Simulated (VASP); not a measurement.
# Sb (Im-3m) in VASP: further runs

Sb is run at these levels: RPBE, revPBE, BLYP; tasks: relaxation of cell and atoms.

All numbers are computed with VASP 6.6.1; they aren't measurements. Logs are shortened: lines on timing, memory, paths and dates and some standing lists are left out, and cuts for length are marked.

### 1 The cell of the first run

The structure is cubic, space group Im-3m (No. 229). Conventional cell: a = 3.743 Å, b = 3.743 Å, c = 3.743 Å, α = 90.00°, β = 90.00°, γ = 90.00°. Sb (site symmetry m-3m) has 14 Sb at 3.24 to 3.74 Å within 4.3 Å.

### 2 Relaxation of cell and atoms, RPBE

The input, INCAR:

```
SYSTEM = Sb
ALGO = Normal
EDIFF = 1E-6
EDIFFG = -0.01
ENCUT = 600
GGA = RP
IBRION = 2
ISIF = 3
ISMEAR = -1
LASPH = .TRUE.
LCHARG = .FALSE.
LREAL = .FALSE.
LWAVE = .FALSE.
NELM = 60
NSW = 60
PREC = Accurate
SIGMA = 0.05
```

The input, KPOINTS:

```
k-points
0
G
  10 10 10
  0 0 0
```

The input, POSCAR:

```
Sb
1.0
   -1.8713408863      1.8713408863      1.8713408863
    1.8713408863     -1.8713408863      1.8713408863
    1.8713408863      1.8713408863     -1.8713408863
Sb
1
Direct
    0.0000000000      0.0000000000      0.0000000000
```

Potentials or basis: VASP PAW PBE potentials, release 64 (Sb).

The run is started by

```
> cat potpaw_PBE.64/Sb/POTCAR > POTCAR
> mpirun -np 1 vasp_std > vasp.out
```

OUTCAR:

```text
SYSTEM = Sb
   EDIFF = 1E-6
   EDIFFG = -0.01
   ENCUT = 600
   GGA = RP
   IBRION = 2
   ISIF = 3
   ISMEAR = -1
   LASPH = .TRUE.
   LREAL = .FALSE.
   NELM = 60
   NSW = 60
   PREC = Accurate

 ion  position               nearest neighbor table
   1  0.000  0.000  0.000-

  LATTYP: Found a body centered cubic cell.
 ALAT       =     3.7426817726

  Lattice vectors:

 A1 = (  -1.8713408863,   1.8713408863,   1.8713408863)
 A2 = (   1.8713408863,  -1.8713408863,   1.8713408863)
 A3 = (   1.8713408863,   1.8713408863,  -1.8713408863)

Analysis of symmetry for initial positions (statically):
=====================================================================
 Subroutine PRICEL returns:
 Original cell was already a primitive cell.

 Routine SETGRP: Setting up the symmetry group for a
 body centered cubic supercell.

 Subroutine GETGRP returns: Found 48 space group operations
 (whereof 48 operations were pure point group operations)
 out of a pool of 48 trial point group operations.

The static configuration has the point symmetry O_h .

Analysis of symmetry for dynamics (positions and initial velocities):
=====================================================================
 Subroutine PRICEL returns:
 Original cell was already a primitive cell.

 Routine SETGRP: Setting up the symmetry group for a
 body centered cubic supercell.

 Subroutine GETGRP returns: Found 48 space group operations
 (whereof 48 operations were pure point group operations)
 out of a pool of 48 trial point group operations.

The dynamic configuration has the point symmetry O_h .

 Subroutine INISYM returns: Found 48 space group operations
 (whereof 48 operations are pure point group operations),
 and found     1 'primitive' translations

----------------------------------------------------------------------------------------

                                     Primitive cell

  volume of cell :      26.2131

  direct lattice vectors                    reciprocal lattice vectors
    -1.871340886  1.871340886  1.871340886     0.000000000  0.267188092  0.267188092
     1.871340886 -1.871340886  1.871340886     0.267188092  0.000000000  0.267188092
     1.871340886  1.871340886 -1.871340886     0.267188092  0.267188092  0.000000000

  length of vectors
     3.241257493  3.241257493  3.241257493     0.377861023  0.377861023  0.377861023

  position of ions in fractional coordinates (direct lattice)
     0.000000000  0.000000000  0.000000000

  ion indices of the primitive-cell ions
   primitive index   ion index
                 1           1
[... 77 lines left out ...]
   NFREE  =      1    steps in history (QN), initial steepest desc. (CG)
   ISIF   =      3    stress and relaxation
   ISYM   =      2    0-nonsym 1-usesym 2-fastsym
   POTIM  = 0.5000    time-step for ionic-motion
   TEBEG  =    0.0;   TEEND  =   0.0 temperature during run
   PSTRESS=    0.0 pullay stress
   NELECT =       5.0000    total number of electrons
   NUPDOWN=      -1.0000    fix difference up-down
   EMIN   =  10.00;   EMAX   =-10.00  energy-range for DOS
   EFERMI =   0.00;   METHOD = LEGACY
   ISMEAR =    -1;   SIGMA  =   0.05  broadening in eV -4-tet -1-fermi 0-gaus
   EFERMI_NEDOS =   21; number of points for ismear=-14 and -15
   IALGO  =     38    algorithm
   IMIX   =      4    mixing-type and parameters
     AMIX     =   0.40;   BMIX     =  1.00
     AMIX_MAG =   1.60;   BMIX_MAG =  1.00
  volume/ion in A,a.u.               =      26.21       176.89
  Fermi-wavevector in a.u.,A,eV,Ry     =   0.942378  1.780837 12.083018  0.888077
  Thomas-Fermi vector in A             =   2.069982
   LORBIT       =      0    0 simple, 1 ext, 2 COOP (PROOUT), +10 PAW based schemes
   GGA     = RP    functional components
   LHFCALC =     F    Hartree Fock is set to
   AEXX    =    0.0000 exact exchange contribution
   IVDW    =     0    specifies the selected vdW correction
   LEPSILON=     F    determine dielectric tensor
   LRPA    =     F    only Hartree local field effects (RPA)
 conjugate gradient relaxation of ions
 non-spin polarized calculation
  energy-cutoff  :      600.00
  volume of cell :       26.21
 maximum number of plane-waves:       909
 NGX is ok and might be reduce to    28
   NGX = 13   NGY = 13   NGZ = 13

--------------------------------------- Ionic step        1  -------------------------------------------

 number of electron       5.0000000 magnetization

 Free energy of the ion-electron system (eV)
  ---------------------------------------------------
  ext. energy  EPLUGINS =         0.00000000
  ---------------------------------------------------
  free energy    TOTEN  =        -3.49491013 eV

  energy without entropy =       -3.48583594  energy(sigma->0) =       -3.49037304

------------------------ aborting loop because EDIFF is reached ----------------------------------------

  FORCE on cell =-STRESS in cart. coord.  units (eV):
  Direction    XX          YY          ZZ          XY          YZ          ZX
  --------------------------------------------------------------------------------------
  -------------------------------------------------------------------------------------
  Total        0.7113648      0.7113648      0.7113648     -0.0000000     -0.0000000      0.0000000
  in kB       43.4794685     43.4794685     43.4794685     -0.0000000     -0.0000000      0.0000000
  external PRESSURE =      43.4794685 kB  Pullay stress =       0.0000000 kB
[... 22 lines left out ...]
--------------------------------------- Ionic step        2  -------------------------------------------

 number of electron       5.0000000 magnetization

 E-fermi :   7.6042     XC(G=0):  -9.8606

 val. band max:        7.5327952211   @ k =   0.5000   0.5000   0.2000
 cond. band min:       7.6231640544   @ k =  -0.3000   0.4000   0.1000
 fundamental gap:      0.0903688334
 Fermi energy:         7.6042031274

 k-point     1 :       0.0000    0.0000    0.0000
  band No.  band energies     occupation
      1      -4.6592      2.00000
      2      12.5734      0.00000
      3      12.5734      0.00000
      4      12.5734      0.00000
      5      17.8426      0.00000
      6      17.8426      0.00000
[... 241 lines left out ...]
--------------------------------------- Ionic step        3  -------------------------------------------

 number of electron       4.9999999 magnetization

 Free energy of the ion-electron system (eV)
  ---------------------------------------------------
  ext. energy  EPLUGINS =         0.00000000
  ---------------------------------------------------
  free energy    TOTEN  =        -3.51809866 eV

  energy without entropy =       -3.50933065  energy(sigma->0) =       -3.51371465

 E-fermi :   8.0306     XC(G=0): -10.0105

 val. band max:        7.9899039929   @ k =   0.5000   0.5000   0.3000
 cond. band min:       8.0350475749   @ k =  -0.3000   0.4000   0.1000
 fundamental gap:      0.0451435820
 Fermi energy:         8.0306496321

 k-point     1 :       0.0000    0.0000    0.0000
  band No.  band energies     occupation
      1      -4.4850      2.00000
      2      13.2517      0.00000
      3      13.2517      0.00000
      4      13.2517      0.00000
      5      18.3931      0.00000
      6      18.3931      0.00000
[... 235 lines left out ...]
  FREE ENERGIE OF THE ION-ELECTRON SYSTEM (eV)
  ---------------------------------------------------
  free  energy   TOTEN  =        -3.5180986554 eV

  energy  without entropy=       -3.5093306527  energy(sigma->0) =       -3.51371465

 reached required accuracy - stopping structural energy minimisation
```

CONTCAR:

```text
Sb
   1.00000000000000
    -1.9135859893374614    1.9135859893374614    1.9135859893374614
     1.9135859893374614   -1.9135859893374614    1.9135859893374614
     1.9135859893374614    1.9135859893374614   -1.9135859893374614
  Sb
     1
Direct
     0.0000000000000000    0.0000000000000000    0.0000000000000000

  0.00000000E+00  0.00000000E+00  0.00000000E+00
```

Run time: 34 s. Hardware: 1 thread of Intel Xeon 8259CL, shared host; peak memory 0.16 GiB.

Results:

* Free energy: -3.5181 eV
* Relaxed volume: 28.03 Å³/atom
* Relaxed cell: a = 3.314 Å, b = 3.314 Å, c = 3.314 Å, α = 109.47°, β = 109.47°, γ = 109.47°
* Space group after relaxing (to 0.05 Å): Im-3m (No. 229)
* Energy gained by relaxing: 23.2 meV/atom
* Ionic steps: 3
* Pressure after relaxing: 0.0 GPa

The path:
```tsv
step	energy change (eV)	largest force (eV/Å)	pressure (GPa)	volume (Å³)
1	0.0000	0.0000	4.35	26.21
2	-0.0176	0.0000	-1.76	29.01
3	-0.0232	0.0000	0.01	28.03
```

Final structure:
```
Sb
1.0
    -1.91359    1.91359    1.91359
     1.91359   -1.91359    1.91359
     1.91359    1.91359   -1.91359
Sb
1
Direct
  0.00000 0.00000 0.00000
```

Caveat: the PAW data sets were made with another functional, which shifts forces and pressure a little; spin-orbit coupling is left out, which moves the levels of the heavy elements.

### 3 Relaxation of cell and atoms, revPBE

The input, INCAR:

```
SYSTEM = Sb
  PREC = Accurate
  ENCUT = 600
  EDIFF = 1E-6
  ISMEAR = -1
  SIGMA = 0.05
  LREAL = .False.
  LASPH = .True.
  NELM = 100
  ALGO = Normal
  ISIF = 3
  LWAVE = .False.
  LCHARG = .False.
  GGA = RE
  IBRION = 2
  NSW = 60
  EDIFFG = -0.01
```

The input, KPOINTS:

```
Automatic mesh
0
Gamma
  10 10 10
  0 0 0
```

POSCAR is that of step 2.

Potentials or basis: VASP PAW PBE potentials, release 64 (Sb).

The run is started by

```
> cat potpaw_PBE.64/Sb/POTCAR > POTCAR
> mpirun -np 1 vasp_std > vasp.out
```

Wall time 35 s (1 thread of Intel Xeon 8259CL, shared host); peak memory 0.16 GiB.

Results (log left out):

```
Free energy                            : -3.5747 eV
Relaxed volume                         : 27.86 Å³/atom
Relaxed cell                           : a = 3.308 Å, b = 3.308 Å, c = 3.308 Å, α = 109.47°, β = 109.47°, γ = 109.47°
Space group after relaxing (to 0.05 Å) : Im-3m (No. 229)
Energy gained by relaxing              : 19.3 meV/atom
Ionic steps                            : 3
Pressure after relaxing                : 0.0 GPa
```

Step by step:
```
step  energy change (eV)  largest force (eV/Å)  pressure (GPa)  volume (Å³)
   1              0.0000                0.0000            3.98        26.21
   2             -0.0144                0.0000           -1.68        28.76
   3             -0.0193                0.0000            0.00        27.86
```

Final structure:
```xyz
1
Lattice="-1.9097 1.9097 1.9097 1.9097 -1.9097 1.9097 1.9097 1.9097 -1.9097" Properties=species:S:1:pos:R:3 pbc="T T T"
Sb    0.0000    0.0000    0.0000
```

Levels at points of the mesh, in eV from the Fermi level:
```csv
k point,band 1,band 2,band 3,band 4,band 5
"(0.00, 0.00, 0.00)",-12.56,5.26,5.26,5.26,10.40
"(0.50, 0.00, 0.00)",-8.72,-5.37,1.63,3.64,6.30
"(0.50, 0.50, 0.50)",-5.70,-1.91,-1.91,-1.91,3.03
```

Caveat: the PAW data sets were made with another functional, which shifts forces and pressure a little; spin-orbit coupling is left out, which moves the levels of the heavy elements.

### 4 Relaxation of cell and atoms, BLYP

The input, INCAR:

```
PREC = Accurate
ENCUT = 600
EDIFF = 1E-6
ISMEAR = -1
SIGMA = 0.05
LREAL = False
LASPH = True
NELM = 60
ALGO = Normal
ISIF = 3
LWAVE = False
LCHARG = False
GGA = B5
ALDAX = 1.0
AGGAX = 1.0
AGGAC = 1.0
ALDAC = 0.0
IBRION = 2
NSW = 60
EDIFFG = -0.01
```

The input, KPOINTS:

```
Automatic mesh
0
Gamma
  10 10 10
```

POSCAR is that of step 3.

The run is started by

```
> cat potpaw_PBE.64/Sb/POTCAR > POTCAR
> mpirun -np 1 vasp_std > vasp.out
```

Wall time 89 s (1 thread of Intel Xeon 8259CL, shared host); peak memory 0.17 GiB.

The run converged. Its results:

| Item | Value |
| --- | --- |
| Free energy | -3.0254 eV |
| Relaxed volume | 30.37 Å³/atom |
| Relaxed cell | a = 3.404 Å, b = 3.404 Å, c = 3.404 Å, α = 109.47°, β = 109.47°, γ = 109.47° |
| Space group after relaxing (to 0.05 Å) | Im-3m (No. 229) |
| Energy gained by relaxing | 104.4 meV/atom |
| Ionic steps | 5 |
| Pressure after relaxing | 0.0 GPa |

Step by step:
| step | energy change (eV) | largest force (eV/Å) | pressure (GPa) | volume (Å³) |
| --- | --- | --- | --- | --- |
| 1 | 0.0000 | 0.0000 | 9.24 | 26.21 |
| 2 | -0.0879 | 0.0000 | -2.51 | 32.37 |
| 3 | -0.1044 | 0.0000 | 0.05 | 30.34 |
| 4 | -0.1044 | 0.0000 | -0.07 | 30.42 |
| 5 | -0.1044 | 0.0000 | 0.01 | 30.37 |

Final structure:
```
Sb
1.0
    -1.96535    1.96535    1.96535
     1.96535   -1.96535    1.96535
     1.96535    1.96535   -1.96535
Sb
1
Cartesian
  0.0000 0.0000 0.0000
```

Levels at points of the mesh, in eV from the Fermi level:
| k point | band 1 | band 2 | band 3 | band 4 | band 5 |
| --- | --- | --- | --- | --- | --- |
| (0.00, 0.00, 0.00) | -11.93 | 4.48 | 4.48 | 4.48 | 10.23 |
| (0.50, 0.00, 0.00) | -8.68 | -4.73 | 1.37 | 3.32 | 6.37 |
| (0.50, 0.50, 0.50) | -6.22 | -1.72 | -1.72 | -1.72 | 3.62 |

Caveat: the volume moved by over 15 % at a fixed basis, so the end points are rough; the PAW data sets were made with another functional, which shifts forces and pressure a little; spin-orbit coupling is left out, which moves the levels of the heavy elements.

### 5 Summary

| level | gap on the mesh (eV) | pressure (GPa) | relaxed volume (Å³/atom) |
| --- | --- | --- | --- |
| RPBE | none | 0.0 | 28.03 |
| revPBE | none | 0.0 | 27.86 |
| BLYP | none | 0.0 | 30.37 |

Alike in all rows: task relaxation of cell and atoms; potentials or basis VASP PAW PBE potentials, release 64 (Sb); no spin polarisation; cell relaxed; k mesh 10 × 10 × 10; cutoff (eV) 600; smearing fermi-dirac 0.05 eV.

Caveats: the PAW data sets were made with another functional, which shifts forces and pressure a little; spin-orbit coupling is left out, which moves the levels of the heavy elements; the volume moved by over 15 % at a fixed basis, so the end points are rough (some runs).

Total energies depend on the potentials used, so only differences within one code and one set of settings carry meaning.
